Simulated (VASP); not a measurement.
# Ge (P6_3/mmc) in VASP: a series of runs, part 2 of 3

VASP 6.6.1. The steps go on from the part before.

## Step 3: Single point, r2SCAN

This run uses another cell than the first one, of 22.82 Å³/atom.

The input, POSCAR:

```
Ge
1.0
    3.9956487020      0.0000000000      0.0000000000
   -1.9978243510      3.4603332805      0.0000000000
    0.0000000000      0.0000000000      6.6027109570
Ge
4
Direct
    0.6666666667      0.3333333333      0.0629814339
    0.3333333333      0.6666666667      0.5629814339
    0.6666666667      0.3333333333      0.4370185661
    0.3333333333      0.6666666667      0.9370185661
```

The input, INCAR.step1:

```
SYSTEM = Ge
ALGO = Normal
EDIFF = 1E-4
ENCUT = 520
GGA = PE
ISMEAR = 0
LASPH = .TRUE.
LCHARG = .FALSE.
LREAL = .FALSE.
LWAVE = .TRUE.
NBANDS = 36
NELM = 60
PREC = Accurate
SIGMA = 0.01
```

The input, INCAR.step2:

```
SYSTEM = Ge
ALGO = Normal
EDIFF = 1E-7
ENCUT = 520
ISIF = 2
ISMEAR = 0
ISTART = 1
LASPH = .TRUE.
LCHARG = .TRUE.
LELF = .TRUE.
LMIXTAU = .TRUE.
LREAL = .FALSE.
LVHAR = .TRUE.
LWAVE = .FALSE.
METAGGA = R2SCAN
NBANDS = 36
NELM = 60
PREC = Accurate
SIGMA = 0.01
```

The input, KPOINTS:

```
k-points
0
G
  12 12 6
  0 0 0
```

Potentials or basis: VASP PAW PBE potentials, release 64 (Ge_d).

Started as:

```bash
> cat potpaw_PBE.64/Ge_d/POTCAR > POTCAR
> cp INCAR.step1 INCAR
> mpirun -np 1 vasp_std > vasp.out
> cp INCAR.step2 INCAR
> mpirun -np 1 vasp_std > vasp.out
```

OUTCAR:

```text
SYSTEM = Ge
   EDIFF = 1E-7
   ENCUT = 520
   ISIF = 2
   ISMEAR = 0
   ISTART = 1
   LASPH = .TRUE.
   LREAL = .FALSE.
   METAGGA = R2SCAN
   NELM = 60
   PREC = Accurate

 ion  position               nearest neighbor table
   1  0.667  0.333  0.063-   4 2.45   4 2.45   4 2.45   3 2.47
   2  0.333  0.667  0.563-   3 2.45   3 2.45   3 2.45   4 2.47
   3  0.667  0.333  0.437-   2 2.45   2 2.45   2 2.45   1 2.47
   4  0.333  0.667  0.937-   1 2.45   1 2.45   1 2.45   2 2.47

  LATTYP: Found a hexagonal cell.
 ALAT       =     3.9956487020
 C/A-ratio  =     1.6524753424

  Lattice vectors:

 A1 = (   3.9956487020,   0.0000000000,   0.0000000000)
 A2 = (  -1.9978243510,   3.4603332805,   0.0000000000)
 A3 = (   0.0000000000,   0.0000000000,   6.6027109570)

Analysis of symmetry for initial positions (statically):
=====================================================================
 Subroutine PRICEL returns:
 Original cell was already a primitive cell.

 Routine SETGRP: Setting up the symmetry group for a
 hexagonal supercell.

 Subroutine GETGRP returns: Found 24 space group operations
 (whereof 12 operations were pure point group operations)
 out of a pool of 24 trial point group operations.

The static configuration has the point symmetry D_3d.
 The point group associated with its full space group is D_6h.

Analysis of symmetry for dynamics (positions and initial velocities):
=====================================================================
 Subroutine PRICEL returns:
 Original cell was already a primitive cell.

 Routine SETGRP: Setting up the symmetry group for a
 hexagonal supercell.

 Subroutine GETGRP returns: Found 24 space group operations
 (whereof 12 operations were pure point group operations)
 out of a pool of 24 trial point group operations.

The dynamic configuration has the point symmetry D_3d.
 The point group associated with its full space group is D_6h.

 Subroutine INISYM returns: Found 24 space group operations
 (whereof 12 operations are pure point group operations),
 and found     1 'primitive' translations

----------------------------------------------------------------------------------------

                                     Primitive cell

  volume of cell :      91.2909

  direct lattice vectors                    reciprocal lattice vectors
     3.995648702  0.000000000  0.000000000     0.250272252  0.144494752  0.000000000
    -1.997824351  3.460333280  0.000000000     0.000000000  0.288989504  0.000000000
     0.000000000  0.000000000  6.602710957     0.000000000  0.000000000  0.151452942

  length of vectors
     3.995648702  3.995648702  6.602710957     0.288989504  0.288989504  0.151452942

  position of ions in fractional coordinates (direct lattice)
     0.666666667  0.333333333  0.062981434
     0.333333333  0.666666667  0.562981434
     0.666666667  0.333333333  0.437018566
     0.333333333  0.666666667  0.937018566

  ion indices of the primitive-cell ions
   primitive index   ion index
[... 21 lines left out ...]
     0.024082459  0.024082459  0.025242157

  Shift w.r.t. Gamma in fractional coordinates (k-lattice)
     0.000000000  0.000000000  0.000000000

 Subroutine IBZKPT returns following result:
 ===========================================

 Found     76 irreducible k-points:

 Following reciprocal coordinates:
            Coordinates               Weight
  0.000000  0.000000  0.000000      1.000000
  0.083333 -0.000000  0.000000      6.000000
  0.166667 -0.000000  0.000000      6.000000
  0.250000 -0.000000  0.000000      6.000000
  0.333333 -0.000000  0.000000      6.000000
  0.416667 -0.000000  0.000000      6.000000
[... 16 lines left out ...]
  0.250000 -0.000000  0.166667     12.000000
  0.333333 -0.000000  0.166667     12.000000
 [... further k-points ...]
   k-points           NKPTS =     76   k-points in BZ     NKDIM =     76   number of bands    NBANDS=     36
   number of dos      NEDOS =    301   number of ions     NIONS =      4
   total plane-waves  NPLWV =  45000
   dimension x,y,z NGX =    30 NGY =   30 NGZ =   50
   dimension x,y,z NGXF=    60 NGYF=   60 NGZF=  100
   ions per type =               4
   NGX,Y,Z   is equivalent  to a cutoff of  12.48, 12.48, 12.59 a.u.
   NGXF,Y,Z  is equivalent  to a cutoff of  24.96, 24.96, 25.18 a.u.
 SYSTEM =  Ge
   PREC   = accura    normal or accurate (medium, high low for compatibility)
   ISTART =      1    job   : 0-new  1-cont  2-samecut
   ICHARG =      0    charge: 1-file 2-atom 10-const
   ISPIN  =      1    spin polarized calculation?
   LNONCOLLINEAR =      F non collinear calculations
   LSORBIT =      F    spin-orbit coupling
   LASPH  =      T    aspherical Exc in radial PAW
   ENCUT  =  520.0 eV  38.22 Ry    6.18 a.u.   7.43  7.43 12.28*2*pi/ulx,y,z
   NELM   =     60;   NELMIN=  2; NELMDL=  0     # of ELM steps
   EDIFF  = 0.1E-06   stopping-criterion for ELM
   LREAL  =      F    real-space projection
   EDIFFG = 0.1E-05   stopping-criterion for IOM
   NSW    =      0    number of steps for IOM
   IBRION =     -1    ionic relax: 0-MD 1-quasi-New 2-CG
   NFREE  =      0    steps in history (QN), initial steepest desc. (CG)
   ISIF   =      2    stress and relaxation
   ISYM   =      2    0-nonsym 1-usesym 2-fastsym
   POTIM  = 0.5000    time-step for ionic-motion
   TEBEG  =    0.0;   TEEND  =   0.0 temperature during run
   PSTRESS=    0.0 pullay stress
   NELECT =      56.0000    total number of electrons
   NUPDOWN=      -1.0000    fix difference up-down
   EMIN   =  10.00;   EMAX   =-10.00  energy-range for DOS
   EFERMI =   0.00;   METHOD = LEGACY
   ISMEAR =     0;   SIGMA  =   0.01  broadening in eV -4-tet -1-fermi 0-gaus
   EFERMI_NEDOS =   21; number of points for ismear=-14 and -15
   IALGO  =     38    algorithm
   IMIX   =      4    mixing-type and parameters
     AMIX     =   0.40;   BMIX     =  1.00
     AMIX_MAG =   1.60;   BMIX_MAG =  1.00
  volume/ion in A,a.u.               =      22.82       154.02
  Fermi-wavevector in a.u.,A,eV,Ry     =   1.391004  2.628616 26.325800  1.934892
  Thomas-Fermi vector in A             =   2.514885
   LORBIT       =      0    0 simple, 1 ext, 2 COOP (PROOUT), +10 PAW based schemes
   METAGGA = R2SCAN    functional components
   LHFCALC =     F    Hartree Fock is set to
   AEXX    =    0.0000 exact exchange contribution
   IVDW    =     0    specifies the selected vdW correction
   LEPSILON=     F    determine dielectric tensor
   LRPA    =     F    only Hartree local field effects (RPA)
 non-spin polarized calculation
 Gauss-broadening in eV      SIGMA  =   0.01
  energy-cutoff  :      520.00
  volume of cell :       91.29
 maximum number of plane-waves:      2491
 NGX is ok and might be reduce to    30
   NGX = 15   NGY = 15   NGZ = 25

 number of electron      56.0000056 magnetization

 Free energy of the ion-electron system (eV)
  ---------------------------------------------------
  ext. energy  EPLUGINS =         0.00000000
  ---------------------------------------------------
  free energy    TOTEN  =       -55.41883499 eV

  energy without entropy =      -55.41883499  energy(sigma->0) =      -55.41883499

 E-fermi :   4.9410     XC(G=0): -10.7723

 val. band max:        4.9024174607   @ k =   0.0000   0.0000   0.0000
 cond. band min:       4.9785156373   @ k =   0.0000   0.0000   0.0000
 fundamental gap:      0.0760981766
 Fermi energy:         4.9409833032

 k-point     1 :       0.0000    0.0000    0.0000
  band No.  band energies     occupation
      1     -20.7992      2.00000
      2     -20.7992      2.00000
      3     -20.7590      2.00000
      4     -20.7589      2.00000
      5     -20.7589      2.00000
      6     -20.7463      2.00000
[... 925 lines left out ...]
     35      12.3036      0.00000
     36      12.8676      0.00000

 [... further k-points ...]

------------------------ aborting loop because EDIFF is reached ----------------------------------------

  FORCE on cell =-STRESS in cart. coord.  units (eV):
  Direction    XX          YY          ZZ          XY          YZ          ZX
  --------------------------------------------------------------------------------------
  -------------------------------------------------------------------------------------
  Total        0.0275261      0.0275261      0.0454292      0.0000000      0.0000000      0.0000000
  in kB        0.4830893      0.4830893      0.7972927      0.0000000      0.0000000      0.0000000
  external PRESSURE =       0.5878238 kB  Pullay stress =       0.0000000 kB

 VOLUME and BASIS-vectors are now :
 -----------------------------------------------------------------------------
  energy-cutoff  :      520.00
  volume of cell :       91.29
      direct lattice vectors                 reciprocal lattice vectors
     3.995648702  0.000000000  0.000000000     0.250272252  0.144494752  0.000000000
    -1.997824351  3.460333280  0.000000000     0.000000000  0.288989504  0.000000000
     0.000000000  0.000000000  6.602710957     0.000000000  0.000000000  0.151452942

 POSITION                                       TOTAL-FORCE (eV/Angst)
 -----------------------------------------------------------------------------------
      1.99782      1.15344      0.41585         0.000000      0.000000      0.004593
     -0.00000      2.30689      3.71720         0.000000     -0.000000      0.004593
      1.99782      1.15344      2.88551        -0.000000      0.000000     -0.004593
     -0.00000      2.30689      6.18686        -0.000000     -0.000000     -0.004593
 -----------------------------------------------------------------------------------
    total drift:                               -0.000000      0.000000      0.000000

  FREE ENERGIE OF THE ION-ELECTRON SYSTEM (eV)
  ---------------------------------------------------
  free  energy   TOTEN  =       -55.4188349909 eV

  energy  without entropy=      -55.4188349909  energy(sigma->0) =      -55.41883499
```

It took 20 min on 1 thread of Intel Xeon 8259CL, shared host; peak memory 0.32 GiB.

Results:

```
Free energy            : -55.4188 eV
Pressure               : 0.1 GPa
Largest force          : 0.005 eV/Å
Band gap on the k mesh : 0.08 eV
```

Forces on the atoms (eV/Å):
```
Ge   0.000  0.000  0.005
Ge   0.000  0.000  0.005
Ge   0.000  0.000 -0.005
Ge   0.000  0.000 -0.005
```

Caveat: semilocal functionals underestimate gaps, and a narrow one can read as zero; the PAW data sets were made with another functional, which shifts forces and pressure a little. A k mesh can miss the band edges.

[end of part 2 of 3]
